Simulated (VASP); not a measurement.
# Mo3N4 (Pm-3m) in VASP: further runs

The runs below take Mo3N4 through single point, relaxation of cell and atoms, with PBEsol.

All numbers are computed with VASP 6.6.1; they aren't measurements. Logs are shortened: lines on timing, memory, paths and dates and some standing lists are left out, and cuts for length are marked.

## (1) The cell of the first run

The structure is cubic, space group Pm-3m (No. 221). Conventional cell: a = 4.166 Å, b = 4.166 Å, c = 4.166 Å, α = 90.00°, β = 90.00°, γ = 90.00°. Within 2.8 Å of Mo (site symmetry 4/mmm) lie 6 N at 2.08 Å. N (site symmetry m-3m) has 6 Mo at 2.08 Å within 2.8 Å. Within 2.8 Å of N (site symmetry 4/mmm) lie 4 Mo at 2.08 Å.

## (2) Single point, PBEsol

INCAR

```
PREC     = Accurate       # precision mode
ENCUT    = 520            # plane-wave cutoff, eV
EDIFF    = 1E-6           # SCF threshold, eV
ISMEAR   = -1             # smearing method
SIGMA    = 0.15           # smearing width, eV
LREAL    = F              # projectors in reciprocal space
LASPH    = T              # aspherical terms in the spheres
NELM     = 80             # most SCF steps
ALGO     = Normal         # electronic algorithm
ISIF     = 2              # what is computed and relaxed
LWAVE    = F              # write WAVECAR
LCHARG   = T              # write CHGCAR
GGA      = PS             # functional
LELF     = T              # ELF
LVHAR    = T            
NBANDS   = 40             # bands
```

KPOINTS

```
regular mesh
0
Gamma
  8 8 8
```

POSCAR

```
Mo3N4
1.0
    4.1657145949      0.0000000000      0.0000000000
    0.0000000000      4.1657145949      0.0000000000
    0.0000000000      0.0000000000      4.1657145949
Mo N
3 4
Direct
    0.5000000000      0.5000000000      0.0000000000
    0.0000000000      0.5000000000      0.5000000000
    0.5000000000      0.0000000000      0.5000000000
    0.5000000000      0.5000000000      0.5000000000
    0.5000000000      0.0000000000      0.0000000000
    0.0000000000      0.5000000000      0.0000000000
    0.0000000000      0.0000000000      0.5000000000
```

Potentials or basis: VASP PAW PBE potentials, release 64 (Mo_sv, N).

Started as:

```
> cat potpaw_PBE.64/Mo_sv/POTCAR potpaw_PBE.64/N/POTCAR > POTCAR
> mpirun -np 1 vasp_std > vasp.out
```

OUTCAR:

```text
PREC = Accurate
   ENCUT = 520
   EDIFF = 1E-6
   ISMEAR = -1
   LREAL = F
   LASPH = T
   NELM = 80
   ISIF = 2
   GGA = PS

 ion  position               nearest neighbor table
   1  0.500  0.500  0.000-   4 2.08   5 2.08   6 2.08   4 2.08   5 2.08   6 2.08   3 2.95   3 2.95
                             3 2.95   2 2.95   3 2.95   2 2.95   2 2.95   2 2.95
   2  0.000  0.500  0.500-   4 2.08   6 2.08   7 2.08   6 2.08   7 2.08   4 2.08   3 2.95   3 2.95
                             1 2.95   1 2.95   3 2.95   1 2.95   1 2.95   3 2.95
   3  0.500  0.000  0.500-   4 2.08   5 2.08   7 2.08   5 2.08   4 2.08   7 2.08   2 2.95   1 2.95
                             2 2.95   1 2.95   1 2.95   2 2.95   1 2.95   2 2.95
   4  0.500  0.500  0.500-   1 2.08   2 2.08   3 2.08   1 2.08   3 2.08   2 2.08
   5  0.500  0.000  0.000-   1 2.08   3 2.08   3 2.08   1 2.08
   6  0.000  0.500  0.000-   1 2.08   2 2.08   2 2.08   1 2.08
   7  0.000  0.000  0.500-   2 2.08   3 2.08   2 2.08   3 2.08

  LATTYP: Found a simple cubic cell.
 ALAT       =     4.1657145949

  Lattice vectors:

 A1 = (   4.1657145949,   0.0000000000,   0.0000000000)
 A2 = (   0.0000000000,   4.1657145949,   0.0000000000)
 A3 = (   0.0000000000,   0.0000000000,   4.1657145949)

Analysis of symmetry for initial positions (statically):
=====================================================================
 Subroutine PRICEL returns:
 Original cell was already a primitive cell.

 Routine SETGRP: Setting up the symmetry group for a
 simple cubic supercell.

 Subroutine GETGRP returns: Found 48 space group operations
 (whereof 48 operations were pure point group operations)
 out of a pool of 48 trial point group operations.

The static configuration has the point symmetry O_h .

Analysis of symmetry for dynamics (positions and initial velocities):
=====================================================================
 Subroutine PRICEL returns:
 Original cell was already a primitive cell.

 Routine SETGRP: Setting up the symmetry group for a
 simple cubic supercell.

 Subroutine GETGRP returns: Found 48 space group operations
 (whereof 48 operations were pure point group operations)
 out of a pool of 48 trial point group operations.

The dynamic configuration has the point symmetry O_h .

 Subroutine INISYM returns: Found 48 space group operations
 (whereof 48 operations are pure point group operations),
 and found     1 'primitive' translations

----------------------------------------------------------------------------------------

                                     Primitive cell

  volume of cell :      72.2884

  direct lattice vectors                    reciprocal lattice vectors
     4.165714595  0.000000000  0.000000000     0.240054852  0.000000000  0.000000000
     0.000000000  4.165714595  0.000000000     0.000000000  0.240054852  0.000000000
     0.000000000  0.000000000  4.165714595     0.000000000  0.000000000  0.240054852

  length of vectors
     4.165714595  4.165714595  4.165714595     0.240054852  0.240054852  0.240054852

  position of ions in fractional coordinates (direct lattice)
     0.500000000  0.500000000  0.000000000
     0.000000000  0.500000000  0.500000000
     0.500000000  0.000000000  0.500000000
     0.500000000  0.500000000  0.500000000
     0.500000000  0.000000000  0.000000000
     0.000000000  0.500000000  0.000000000
     0.000000000  0.000000000  0.500000000

  ion indices of the primitive-cell ions
   primitive index   ion index
                 1           1
                 2           2
                 3           3
                 4           4
                 5           5
                 6           6
                 7           7

----------------------------------------------------------------------------------------

 KPOINTS: regular mesh

Automatic generation of k-mesh.
 Grid dimensions read from file:
 generate k-points for:    8    8    8

 Generating k-lattice:

  Cartesian coordinates                     Fractional coordinates (reciprocal lattice)
     0.030006856  0.000000000  0.000000000     0.125000000  0.000000000  0.000000000
     0.000000000  0.030006856  0.000000000     0.000000000  0.125000000  0.000000000
     0.000000000  0.000000000  0.030006856     0.000000000  0.000000000  0.125000000

  Length of vectors
     0.030006856  0.030006856  0.030006856

  Shift w.r.t. Gamma in fractional coordinates (k-lattice)
     0.000000000  0.000000000  0.000000000

 Subroutine IBZKPT returns following result:
 ===========================================

 Found     35 irreducible k-points:

 Following reciprocal coordinates:
            Coordinates               Weight
  0.000000  0.000000  0.000000      1.000000
  0.125000  0.000000  0.000000      6.000000
  0.250000  0.000000  0.000000      6.000000
  0.375000  0.000000  0.000000      6.000000
  0.500000  0.000000  0.000000      3.000000
  0.125000  0.125000  0.000000     12.000000
[... 16 lines left out ...]
  0.375000  0.375000  0.125000     24.000000
  0.500000  0.375000  0.125000     24.000000
 [... further k-points ...]
   k-points           NKPTS =     35   k-points in BZ     NKDIM =     35   number of bands    NBANDS=     40
   number of dos      NEDOS =    301   number of ions     NIONS =      7
   total plane-waves  NPLWV =  32768
   dimension x,y,z NGX =    32 NGY =   32 NGZ =   32
   dimension x,y,z NGXF=    64 NGYF=   64 NGZF=   64
   ions per type =               3   4
   NGX,Y,Z   is equivalent  to a cutoff of  12.77, 12.77, 12.77 a.u.
   NGXF,Y,Z  is equivalent  to a cutoff of  25.54, 25.54, 25.54 a.u.
 SYSTEM =  unknown system
   PREC   = accura    normal or accurate (medium, high low for compatibility)
   ISTART =      0    job   : 0-new  1-cont  2-samecut
   ICHARG =      2    charge: 1-file 2-atom 10-const
   ISPIN  =      1    spin polarized calculation?
   LNONCOLLINEAR =      F non collinear calculations
   LSORBIT =      F    spin-orbit coupling
   LASPH  =      T    aspherical Exc in radial PAW
   ENCUT  =  520.0 eV  38.22 Ry    6.18 a.u.   7.75  7.75  7.75*2*pi/ulx,y,z
   NELM   =     80;   NELMIN=  2; NELMDL= -5     # of ELM steps
   EDIFF  = 0.1E-05   stopping-criterion for ELM
   LREAL  =      F    real-space projection
   EDIFFG = 0.1E-04   stopping-criterion for IOM
   NSW    =      0    number of steps for IOM
   IBRION =     -1    ionic relax: 0-MD 1-quasi-New 2-CG
   NFREE  =      0    steps in history (QN), initial steepest desc. (CG)
   ISIF   =      2    stress and relaxation
   ISYM   =      2    0-nonsym 1-usesym 2-fastsym
   POTIM  = 0.5000    time-step for ionic-motion
   TEBEG  =    0.0;   TEEND  =   0.0 temperature during run
   PSTRESS=    0.0 pullay stress
   NELECT =      62.0000    total number of electrons
   NUPDOWN=      -1.0000    fix difference up-down
   EMIN   =  10.00;   EMAX   =-10.00  energy-range for DOS
   EFERMI =   0.00;   METHOD = LEGACY
   ISMEAR =    -1;   SIGMA  =   0.15  broadening in eV -4-tet -1-fermi 0-gaus
   EFERMI_NEDOS =   21; number of points for ismear=-14 and -15
   IALGO  =     38    algorithm
   IMIX   =      4    mixing-type and parameters
     AMIX     =   0.40;   BMIX     =  1.00
     AMIX_MAG =   1.60;   BMIX_MAG =  1.00
  volume/ion in A,a.u.               =      10.33        69.69
  Fermi-wavevector in a.u.,A,eV,Ry     =   1.555426  2.939328 32.917235  2.419348
  Thomas-Fermi vector in A             =   2.659368
   LORBIT       =      0    0 simple, 1 ext, 2 COOP (PROOUT), +10 PAW based schemes
   GGA     = PS    functional components
   LHFCALC =     F    Hartree Fock is set to
   AEXX    =    0.0000 exact exchange contribution
   IVDW    =     0    specifies the selected vdW correction
   LEPSILON=     F    determine dielectric tensor
   LRPA    =     F    only Hartree local field effects (RPA)
 non-spin polarized calculation
  energy-cutoff  :      520.00
  volume of cell :       72.29
 maximum number of plane-waves:      1964
 NGX is ok and might be reduce to    32
   NGX = 15   NGY = 15   NGZ = 15

 number of electron      61.9999986 magnetization

 Free energy of the ion-electron system (eV)
  ---------------------------------------------------
  ext. energy  EPLUGINS =         0.00000000
  ---------------------------------------------------
  free energy    TOTEN  =       -72.08707820 eV

  energy without entropy =      -71.81557632  energy(sigma->0) =      -71.95132726

 E-fermi :  11.1531     XC(G=0): -13.1999

 val. band max:       11.1419395514   @ k =   0.5000   0.2500   0.1250
 cond. band min:      11.1547014707   @ k =   0.1250   0.1250   0.0000
 fundamental gap:      0.0127619193
 Fermi energy:        11.1530800258

 k-point     1 :       0.0000    0.0000    0.0000
  band No.  band energies     occupation
      1     -51.2272      2.00000
      2     -51.0699      2.00000
      3     -51.0699      2.00000
      4     -25.7549      2.00000
      5     -25.7549      2.00000
      6     -25.7549      2.00000
[... 32 lines left out ...]
     39      13.1753      0.00000
     40      13.1753      0.00000

 k-point     2 :       0.1250    0.0000    0.0000
  band No.  band energies     occupation
      1     -51.2219      2.00000
      2     -51.0752      2.00000
      3     -51.0698      2.00000
      4     -25.7421      2.00000
      5     -25.7421      2.00000
      6     -25.7364      2.00000
[... 32 lines left out ...]
     39      13.1369      0.00000
     40      13.1762      0.00000

 k-point     3 :       0.2500    0.0000    0.0000
  band No.  band energies     occupation
      1     -51.2071      2.00000
      2     -51.0899      2.00000
      3     -51.0697      2.00000
      4     -25.7084      2.00000
      5     -25.7084      2.00000
      6     -25.6831      2.00000
[... 853 lines left out ...]
  band No.  band energies     occupation
      1     -51.1521      2.00000
      2     -51.1139      2.00000
      3     -51.0989      2.00000
      4     -25.9383      2.00000
      5     -25.5461      2.00000
      6     -25.4897      2.00000
[... 32 lines left out ...]
     39      15.1080      0.00000
     40      15.3924      0.00000

 k-point    24 :       0.5000    0.3750    0.1250
  band No.  band energies     occupation
      1     -51.1402      2.00000
      2     -51.1215      2.00000
      3     -51.1030      2.00000
      4     -25.9559      2.00000
      5     -25.5697      2.00000
      6     -25.4700      2.00000
[... 32 lines left out ...]
     39      15.2121      0.00000
     40      15.3137      0.00000

 [... further k-points ...]
[... 5 lines left out ...]
  --------------------------------------------------------------------------------------
  -------------------------------------------------------------------------------------
  Total        0.2054507      0.2054507      0.2054507      0.0000000     -0.0000000      0.0000000
  in kB        4.5535447      4.5535447      4.5535447      0.0000000     -0.0000000      0.0000000
  external PRESSURE =       4.5535447 kB  Pullay stress =       0.0000000 kB

 VOLUME and BASIS-vectors are now :
 -----------------------------------------------------------------------------
  energy-cutoff  :      520.00
  volume of cell :       72.29
      direct lattice vectors                 reciprocal lattice vectors
     4.165714595  0.000000000  0.000000000     0.240054852  0.000000000  0.000000000
     0.000000000  4.165714595  0.000000000     0.000000000  0.240054852  0.000000000
     0.000000000  0.000000000  4.165714595     0.000000000  0.000000000  0.240054852

 POSITION                                       TOTAL-FORCE (eV/Angst)
 -----------------------------------------------------------------------------------
      2.08286      2.08286      0.00000         0.000000      0.000000      0.000000
      0.00000      2.08286      2.08286         0.000000      0.000000      0.000000
      2.08286      0.00000      2.08286         0.000000      0.000000      0.000000
      2.08286      2.08286      2.08286         0.000000      0.000000      0.000000
      2.08286      0.00000      0.00000         0.000000      0.000000      0.000000
      0.00000      2.08286      0.00000         0.000000      0.000000      0.000000
      0.00000      0.00000      2.08286         0.000000      0.000000      0.000000
 -----------------------------------------------------------------------------------
    total drift:                                0.000000     -0.000000     -0.000000

  FREE ENERGIE OF THE ION-ELECTRON SYSTEM (eV)
  ---------------------------------------------------
  free  energy   TOTEN  =       -72.0870782029 eV

  energy  without entropy=      -71.8155763159  energy(sigma->0) =      -71.95132726
```

Run time: 80 s. Hardware: 1 thread of Intel Xeon Platinum 8488C (Sapphire Rapids), shared host; peak memory 0.22 GiB.

What came out:

| Quantity | Value |
| --- | --- |
| Free energy | -72.0871 eV |
| Pressure | 0.5 GPa |
| Band gap on the k mesh | zero (band 31 reaches 11.92 eV, above the bottom of band 32 at 9.96 eV) |

Caveat: the PAW data sets were made with another functional, which shifts forces and pressure a little.

## (3) Relaxation of cell and atoms, PBEsol

INCAR

```
  ALGO = Normal
  EDIFF = 1E-7
  EDIFFG = -0.001
  ENCUT = 600
  GGA = PS
  IBRION = 2
  ISIF = 3
  ISMEAR = -1
  LASPH = True
  LCHARG = False
  LREAL = False
  LWAVE = False
  NELM = 60
  NSW = 80
  PREC = Accurate
  SIGMA = 0.15
```

KPOINTS

```
k-points
0
Gamma
  8 8 8
```

POSCAR, as its differences from that of step 2:

```diff
@@ -2,5 +2,5 @@
 1.0
-    4.1657145949      0.0000000000      0.0000000000
-    0.0000000000      4.1657145949      0.0000000000
-    0.0000000000      0.0000000000      4.1657145949
+    4.1644377348      0.0000000000      0.0000000000
+    0.0000000000      4.1644377348      0.0000000000
+    0.0000000000      0.0000000000      4.1644377348
 Mo N
```

Potentials or basis: VASP PAW PBE potentials, release 64 (Mo_sv, N).

Started as:

```
> cat potpaw_PBE.64/Mo_sv/POTCAR potpaw_PBE.64/N/POTCAR > POTCAR
> mpirun -np 1 vasp_std > vasp.out
```

It took 4.8 min on 1 thread of Intel Xeon Platinum 8488C (Sapphire Rapids), shared host; peak memory 0.26 GiB.

It converged, with:

| Property | Result |
| --- | --- |
| Free energy | -72.0943 eV |
| Relaxed volume | 10.33 Å³/atom |
| Relaxed cell | a = 4.167 Å, b = 4.167 Å, c = 4.167 Å, α = 90.00°, β = 90.00°, γ = 90.00° |
| Space group after relaxing (to 0.05 Å) | Pm-3m (No. 221) |
| Energy gained by relaxing | 0.0 meV/atom |
| Ionic steps | 3 |
| Pressure after relaxing | 0.0 GPa |
| Band gap on the k mesh | zero (band 31 reaches 11.91 eV, above the bottom of band 32 at 9.95 eV) |

Step by step:
```tsv
step	energy change (eV)	largest force (eV/Å)	pressure (GPa)	volume (Å³)
1	0.0000	0.0000	0.58	72.22
2	0.0009	0.0000	-1.27	72.62
3	-0.0002	0.0000	0.00	72.34
```

Final structure:
```xyz
7
Lattice="4.1668 0.0000 0.0000 0.0000 4.1668 0.0000 0.0000 0.0000 4.1668" Properties=species:S:1:pos:R:3 pbc="T T T"
Mo    2.0834    2.0834    0.0000
Mo    0.0000    2.0834    2.0834
Mo    2.0834    0.0000    2.0834
N     2.0834    2.0834    2.0834
N     2.0834    0.0000    0.0000
N     0.0000    2.0834    0.0000
N     0.0000    0.0000    2.0834
```

Levels at points of the mesh, in eV from the Fermi level:
```csv
k point,band 28,band 29,band 30,band 31,band 32,band 33,band 34,band 35
"(0.00, 0.00, 0.00)",-2.72,-1.55,-1.55,-1.55,-0.86,-0.86,-0.86,-0.50
"(0.50, 0.00, 0.00)",-2.91,-2.82,-1.54,-0.26,0.09,0.09,0.37,0.37
"(0.50, 0.50, 0.00)",-0.93,-0.62,0.10,0.57,0.65,0.65,0.99,0.99
"(0.50, 0.50, 0.50)",-2.42,0.77,0.77,0.77,1.66,1.66,1.66,2.39
```

Caveat: the PAW data sets were made with another functional, which shifts forces and pressure a little.
